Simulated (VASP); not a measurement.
# Re (P6_3/mmc) in VASP: further runs

Runs on Re. Level: PBE. Tasks: relaxation of shape and atoms at fixed volume.

Everything below comes from runs of VASP 6.6.1. Logs are shortened: lines on timing, memory, paths and dates and some standing lists are left out, and cuts for length are marked.

## 1. The cell of the first run

It takes space group P6_3/mmc (No. 194, hexagonal). Conventional cell: a = 2.865 Å, b = 2.865 Å, c = 4.627 Å, α = 90.00°, β = 90.00°, γ = 120.00°. Re (site symmetry -6m2) has 12 Re at 2.84 to 2.86 Å within 3.7 Å.

## 2. Relaxation of shape and atoms at fixed volume, PBE (16.45 Å³/atom)

INCAR reads:

```
SYSTEM = Re
  PREC = Accurate
  ENCUT = 600
  EDIFF = 1E-7
  ISMEAR = 0
  SIGMA = 0.1
  LREAL = .False.
  LASPH = .True.
  NELM = 80
  ALGO = Normal
  ISIF = 4
  LWAVE = .False.
  LCHARG = .False.
  GGA = PE
  IBRION = 2
  NSW = 50
  EDIFFG = -0.01
```

KPOINTS reads:

```
regular mesh
0
Gamma
  18 18 10
  0 0 0
```

POSCAR reads:

```
Re
1.0
    2.8649760345      0.0000000000      0.0000000000
   -1.4324880172      2.4811420272      0.0000000000
    0.0000000000      0.0000000000      4.6272112069
Re
2
Direct
    0.3333333333      0.6666666667      0.2500000000
    0.6666666667      0.3333333333      0.7500000000
```

Potentials or basis: VASP PAW PBE potentials, release 64 (Re).

The run is started by

```bash
$ cat potpaw_PBE.64/Re/POTCAR > POTCAR
$ mpirun -np 1 vasp_std > vasp.out
```

OUTCAR:

```text
SYSTEM = Re
   PREC = Accurate
   ENCUT = 600
   EDIFF = 1E-7
   ISMEAR = 0
   LREAL = .False.
   LASPH = .True.
   NELM = 80
   ISIF = 4
   GGA = PE
   IBRION = 2
   NSW = 50
   EDIFFG = -0.01

 ion  position               nearest neighbor table
   1  0.333  0.667  0.250-   2 2.84   2 2.84   2 2.84   2 2.84   2 2.84   2 2.84
   2  0.667  0.333  0.750-   1 2.84   1 2.84   1 2.84   1 2.84   1 2.84   1 2.84

  LATTYP: Found a hexagonal cell.
 ALAT       =     2.8649760345
 C/A-ratio  =     1.6150959558

  Lattice vectors:

 A1 = (   2.8649760345,   0.0000000000,   0.0000000000)
 A2 = (  -1.4324880172,   2.4811420272,   0.0000000000)
 A3 = (   0.0000000000,   0.0000000000,   4.6272112069)

Analysis of symmetry for initial positions (statically):
=====================================================================
 Subroutine PRICEL returns:
 Original cell was already a primitive cell.

 Routine SETGRP: Setting up the symmetry group for a
 hexagonal supercell.

 Subroutine GETGRP returns: Found 24 space group operations
 (whereof 12 operations were pure point group operations)
 out of a pool of 24 trial point group operations.

The static configuration has the point symmetry D_3d.
 The point group associated with its full space group is D_6h.

Analysis of symmetry for dynamics (positions and initial velocities):
=====================================================================
 Subroutine PRICEL returns:
 Original cell was already a primitive cell.

 Routine SETGRP: Setting up the symmetry group for a
 hexagonal supercell.

 Subroutine GETGRP returns: Found 24 space group operations
 (whereof 12 operations were pure point group operations)
 out of a pool of 24 trial point group operations.

The dynamic configuration has the point symmetry D_3d.
 The point group associated with its full space group is D_6h.

 Subroutine INISYM returns: Found 24 space group operations
 (whereof 12 operations are pure point group operations),
 and found     1 'primitive' translations

----------------------------------------------------------------------------------------

                                     Primitive cell

  volume of cell :      32.8921

  direct lattice vectors                    reciprocal lattice vectors
     2.864976035  0.000000000  0.000000000     0.349043059  0.201520104  0.000000000
    -1.432488017  2.481142027  0.000000000     0.000000000  0.403040209  0.000000000
     0.000000000  0.000000000  4.627211207     0.000000000  0.000000000  0.216112893

  length of vectors
     2.864976035  2.864976035  4.627211207     0.403040209  0.403040209  0.216112893

  position of ions in fractional coordinates (direct lattice)
     0.333333333  0.666666667  0.250000000
     0.666666667  0.333333333  0.750000000

  ion indices of the primitive-cell ions
   primitive index   ion index
                 1           1
                 2           2

----------------------------------------------------------------------------------------

 KPOINTS: regular mesh

Automatic generation of k-mesh.
 Grid dimensions read from file:
 generate k-points for:   18   18   10

 Generating k-lattice:

  Cartesian coordinates                     Fractional coordinates (reciprocal lattice)
     0.019391281  0.011195561  0.000000000     0.055555556 -0.000000000  0.000000000
     0.000000000  0.022391123  0.000000000     0.000000000  0.055555556  0.000000000
     0.000000000  0.000000000  0.021611289     0.000000000  0.000000000  0.100000000

  Length of vectors
     0.022391123  0.022391123  0.021611289

  Shift w.r.t. Gamma in fractional coordinates (k-lattice)
     0.000000000  0.000000000  0.000000000

 Subroutine IBZKPT returns following result:
 ===========================================

 Found    222 irreducible k-points:

 Following reciprocal coordinates:
            Coordinates               Weight
  0.000000  0.000000  0.000000      1.000000
  0.055556 -0.000000  0.000000      6.000000
  0.111111 -0.000000  0.000000      6.000000
  0.166667  0.000000  0.000000      6.000000
  0.222222  0.000000  0.000000      6.000000
  0.277778  0.000000  0.000000      6.000000
[... 16 lines left out ...]
  0.333333  0.111111  0.000000     12.000000
  0.388889  0.111111  0.000000     12.000000
 [... further k-points ...]
   k-points           NKPTS =    222   k-points in BZ     NKDIM =    222   number of bands    NBANDS=     11
   number of dos      NEDOS =    301   number of ions     NIONS =      2
   total plane-waves  NPLWV =  23040
   dimension x,y,z NGX =    24 NGY =   24 NGZ =   40
   dimension x,y,z NGXF=    48 NGYF=   48 NGZF=   80
   ions per type =               2
   NGX,Y,Z   is equivalent  to a cutoff of  13.93, 13.93, 14.37 a.u.
   NGXF,Y,Z  is equivalent  to a cutoff of  27.85, 27.85, 28.74 a.u.
 SYSTEM =  Re
   PREC   = accura    normal or accurate (medium, high low for compatibility)
   ISTART =      0    job   : 0-new  1-cont  2-samecut
   ICHARG =      2    charge: 1-file 2-atom 10-const
   ISPIN  =      1    spin polarized calculation?
   LNONCOLLINEAR =      F non collinear calculations
   LSORBIT =      F    spin-orbit coupling
   LASPH  =      T    aspherical Exc in radial PAW
   ENCUT  =  600.0 eV  44.10 Ry    6.64 a.u.   5.72  5.72  9.24*2*pi/ulx,y,z
   NELM   =     80;   NELMIN=  2; NELMDL= -5     # of ELM steps
   EDIFF  = 0.1E-06   stopping-criterion for ELM
   LREAL  =      F    real-space projection
   EDIFFG = -.1E-01   stopping-criterion for IOM
   NSW    =     50    number of steps for IOM
   IBRION =      2    ionic relax: 0-MD 1-quasi-New 2-CG
   NFREE  =      1    steps in history (QN), initial steepest desc. (CG)
   ISIF   =      4    stress and relaxation
   ISYM   =      2    0-nonsym 1-usesym 2-fastsym
   POTIM  = 0.5000    time-step for ionic-motion
   TEBEG  =    0.0;   TEEND  =   0.0 temperature during run
   PSTRESS=    0.0 pullay stress
   NELECT =      14.0000    total number of electrons
   NUPDOWN=      -1.0000    fix difference up-down
   EMIN   =  10.00;   EMAX   =-10.00  energy-range for DOS
   EFERMI =   0.00;   METHOD = LEGACY
   ISMEAR =     0;   SIGMA  =   0.10  broadening in eV -4-tet -1-fermi 0-gaus
   EFERMI_NEDOS =   21; number of points for ismear=-14 and -15
   IALGO  =     38    algorithm
   IMIX   =      4    mixing-type and parameters
     AMIX     =   0.40;   BMIX     =  1.00
     AMIX_MAG =   1.60;   BMIX_MAG =  1.00
  volume/ion in A,a.u.               =      16.45       110.98
  Fermi-wavevector in a.u.,A,eV,Ry     =   1.231460  2.327121 20.633139  1.516493
  Thomas-Fermi vector in A             =   2.366268
   LORBIT       =      0    0 simple, 1 ext, 2 COOP (PROOUT), +10 PAW based schemes
   GGA     = PE    functional components
   LHFCALC =     F    Hartree Fock is set to
   AEXX    =    0.0000 exact exchange contribution
   IVDW    =     0    specifies the selected vdW correction
   LEPSILON=     F    determine dielectric tensor
   LRPA    =     F    only Hartree local field effects (RPA)
 conjugate gradient relaxation of ions
 non-spin polarized calculation
 Gauss-broadening in eV      SIGMA  =   0.10
  energy-cutoff  :      600.00
  volume of cell :       32.89
 maximum number of plane-waves:      1120
 NGX is ok and might be reduce to    24
   NGX = 11   NGY = 11   NGZ = 19

--------------------------------------- Ionic step        1  -------------------------------------------

 number of electron      14.0000000 magnetization

 Free energy of the ion-electron system (eV)
  ---------------------------------------------------
  ext. energy  EPLUGINS =         0.00000000
  ---------------------------------------------------
  free energy    TOTEN  =       -24.55960211 eV

  energy without entropy =      -24.55019026  energy(sigma->0) =      -24.55489618

------------------------ aborting loop because EDIFF is reached ----------------------------------------

  FORCE on cell =-STRESS in cart. coord.  units (eV):
  Direction    XX          YY          ZZ          XY          YZ          ZX
  --------------------------------------------------------------------------------------
  -------------------------------------------------------------------------------------
  Total       -5.8893879     -5.8893879     -5.9600626     -0.0000000      0.0000000     -0.0000000
  in kB     -286.8724237   -286.8724237   -290.3149915     -0.0000000      0.0000000     -0.0000000
  external PRESSURE =    -288.0199463 kB  Pullay stress =       0.0000000 kB

 VOLUME and BASIS-vectors are now :
 -----------------------------------------------------------------------------
  energy-cutoff  :      600.00
  volume of cell :       32.89
      direct lattice vectors                 reciprocal lattice vectors
     2.864976035  0.000000000  0.000000000     0.349043059  0.201520104  0.000000000
    -1.432488017  2.481142027  0.000000000     0.000000000  0.403040209  0.000000000
     0.000000000  0.000000000  4.627211207     0.000000000  0.000000000  0.216112893
[... 37 lines left out ...]
 POSITION                                       TOTAL-FORCE (eV/Angst)
 -----------------------------------------------------------------------------------
     -0.00000      1.65504      1.15549         0.000000      0.000000      0.000000
      1.43330      0.82752      3.46647        -0.000000     -0.000000      0.000000
 -----------------------------------------------------------------------------------
    total drift:                               -0.000000      0.000000     -0.000000

  FREE ENERGIE OF THE ION-ELECTRON SYSTEM (eV)
  ---------------------------------------------------
  free  energy   TOTEN  =       -24.5596194160 eV

  energy  without entropy=      -24.5501330400  energy(sigma->0) =      -24.55487623

--------------------------------------- Ionic step        3  -------------------------------------------

 number of electron      13.9999999 magnetization

 Free energy of the ion-electron system (eV)
  ---------------------------------------------------
  ext. energy  EPLUGINS =         0.00000000
  ---------------------------------------------------
  free energy    TOTEN  =       -24.55962742 eV

  energy without entropy =      -24.55017051  energy(sigma->0) =      -24.55489896

 E-fermi :   6.5583     XC(G=0): -13.1230

 val. band max:        6.5571287715   @ k =   0.2778   0.1667   0.5000
 cond. band min:       6.5686616063   @ k =   0.5000   0.0000   0.4000
 fundamental gap:      0.0115328348
 Fermi energy:         6.5583454536

 k-point     1 :       0.0000    0.0000    0.0000
  band No.  band energies     occupation
      1      -2.5295      2.00000
      2       0.7275      2.00000
      3       5.2549      2.00000
      4       5.2551      2.00000
      5       5.2551      2.00000
      6       5.9538      2.00000
      7       5.9538      2.00000
      8       6.7355      0.01225
      9       6.7355      0.01225
     10       7.0312      0.00000
     11       9.4417      0.00000

 k-point     2 :       0.0556   -0.0000    0.0000
  band No.  band energies     occupation
      1      -2.4178      2.00000
      2       0.8325      2.00000
      3       4.9436      2.00000
      4       5.3545      2.00000
      5       5.5320      2.00000
      6       5.8774      2.00000
      7       6.0470      2.00000
      8       6.4940      1.63729
      9       6.6538      0.17724
     10       6.7790      0.00180
     11       9.4971      0.00000
[... 295 lines left out ...]
 k-point    24 :       0.3889    0.1111    0.0000
  band No.  band energies     occupation
      1       1.5798      2.00000
      2       1.8691      2.00000
      3       2.1964      2.00000
      4       4.4488      2.00000
      5       4.8120      2.00000
      6       5.3705      2.00000
      7       6.0207      2.00000
      8       9.2889      0.00000
      9       9.7817      0.00000
     10      10.0169      0.00000
     11      11.3238      0.00000

 [... further k-points ...]

------------------------ aborting loop because EDIFF is reached ----------------------------------------

  FORCE on cell =-STRESS in cart. coord.  units (eV):
  Direction    XX          YY          ZZ          XY          YZ          ZX
  --------------------------------------------------------------------------------------
  -------------------------------------------------------------------------------------
  Total       -5.9116198     -5.9116198     -5.9121065     -0.0000000     -0.0000000     -0.0000000
  in kB     -287.9553372   -287.9553372   -287.9790461     -0.0000000     -0.0000000     -0.0000000
  external PRESSURE =    -287.9632401 kB  Pullay stress =       0.0000000 kB

 VOLUME and BASIS-vectors are now :
 -----------------------------------------------------------------------------
  energy-cutoff  :      600.00
  volume of cell :       32.89
      direct lattice vectors                 reciprocal lattice vectors
     2.866012616 -0.000000000 -0.000000000     0.348916817  0.201447218 -0.000000000
    -1.433006308  2.482039733  0.000000000     0.000000000  0.402894437 -0.000000000
    -0.000000000  0.000000000  4.623864665     0.000000000  0.000000000  0.216269306

 POSITION                                       TOTAL-FORCE (eV/Angst)
 -----------------------------------------------------------------------------------
     -0.00000      1.65469      1.15597         0.000000      0.000000      0.000000
      1.43301      0.82735      3.46790        -0.000000     -0.000000      0.000000
 -----------------------------------------------------------------------------------
    total drift:                               -0.000000      0.000000     -0.000000

  FREE ENERGIE OF THE ION-ELECTRON SYSTEM (eV)
  ---------------------------------------------------
  free  energy   TOTEN  =       -24.5596274178 eV

  energy  without entropy=      -24.5501705093  energy(sigma->0) =      -24.55489896

 reached required accuracy - stopping structural energy minimisation
```

Wall time 2 min (1 thread of Intel Xeon Platinum 8259CL at 2.50GHz (Skylake/Cascade Lake), shared host); peak memory 0.23 GiB.

Results:

```
Free energy               : -24.5596 eV
Energy gained by relaxing : 0.0 meV/atom
Ionic steps               : 3
Pressure after relaxing   : -28.8 GPa
Band gap on the k mesh    : zero (bands 7 and 8 overlap by 2.63 eV)
```

Final structure:
```
Re
1.0
     2.86601    0.00000    0.00000
    -1.43301    2.48204    0.00000
     0.00000    0.00000    4.62386
Re
2
Direct
  0.33333 0.66667 0.25000
  0.66667 0.33333 0.75000
```

Caveat: spin-orbit coupling is left out, which moves the levels of the heavy elements.

## 3. Relaxation of shape and atoms at fixed volume, PBE (15.40 Å³/atom)

This run uses another cell than the first one, of 15.40 Å³/atom.

INCAR reads:

```
SYSTEM = Re
PREC = Accurate
ENCUT = 600
EDIFF = 1E-6
ISMEAR = 0
SIGMA = 0.1
LREAL = .FALSE.
LASPH = .TRUE.
NELM = 100
ALGO = Normal
ISIF = 4
LWAVE = .FALSE.
LCHARG = .FALSE.
GGA = PE
IBRION = 2
NSW = 50
EDIFFG = -0.01
```

KPOINTS reads:

```
Automatic mesh
0
G
  18 18 10
  0 0 0
```

POSCAR reads:

```
Re
1.0
    2.8023629887      0.0000000000      0.0000000000
   -1.4011814943      2.4269175388      0.0000000000
    0.0000000000      0.0000000000      4.5285281584
Re
2
Direct
    0.3333333333      0.6666666667      0.2500000000
    0.6666666667      0.3333333333      0.7500000000
```

Potentials or basis: VASP PAW PBE potentials, release 64 (Re).

The run is started by

```bash
$ cat potpaw_PBE.64/Re/POTCAR > POTCAR
$ mpirun -np 1 vasp_std > vasp.out
```

Run time: 85 s. Hardware: 1 thread of Intel Xeon Platinum 8259CL at 2.50GHz (Skylake/Cascade Lake), shared host; peak memory 0.22 GiB.

Results (log left out):

- Free energy: -24.8250 eV
- Energy gained by relaxing: 0.0 meV/atom
- Ionic steps: 3
- Pressure after relaxing: -10.7 GPa
- Band gap on the k mesh: zero (bands 7 and 8 overlap by 2.93 eV)

Stress tensor (GPa, compression positive):
```
-10.70   0.00   0.00
  0.00 -10.70   0.00
  0.00   0.00 -10.62
```

Final structure:
```
Re
1.0
     2.80295    0.00000    0.00000
    -1.40148    2.42743    0.00000
     0.00000    0.00000    4.52663
Re
2
Cartesian
  0.0000 1.6183 1.1317
  1.4015 0.8091 3.3950
```

Levels at points of the mesh, in eV from the Fermi level:
```csv
k point,band 3,band 4,band 5,band 6,band 7,band 8,band 9,band 10,band 11
"(0.00, 0.00, 0.00)",-1.45,-1.45,-1.45,-0.67,-0.67,0.20,0.20,0.55,3.17
"(0.50, 0.00, 0.00)",-4.91,-1.78,-1.70,-1.29,-0.56,3.71,4.08,4.20,5.68
"(0.00, 0.00, 0.50)",-2.23,-2.23,-1.57,-1.57,-1.57,-1.57,2.39,2.39,2.39
"(0.50, 0.00, 0.50)",-3.81,-3.81,0.40,0.40,0.85,0.85,4.00,4.00,4.49
```

Caveat: spin-orbit coupling is left out, which moves the levels of the heavy elements.

(Continued in part 2 of 2.)
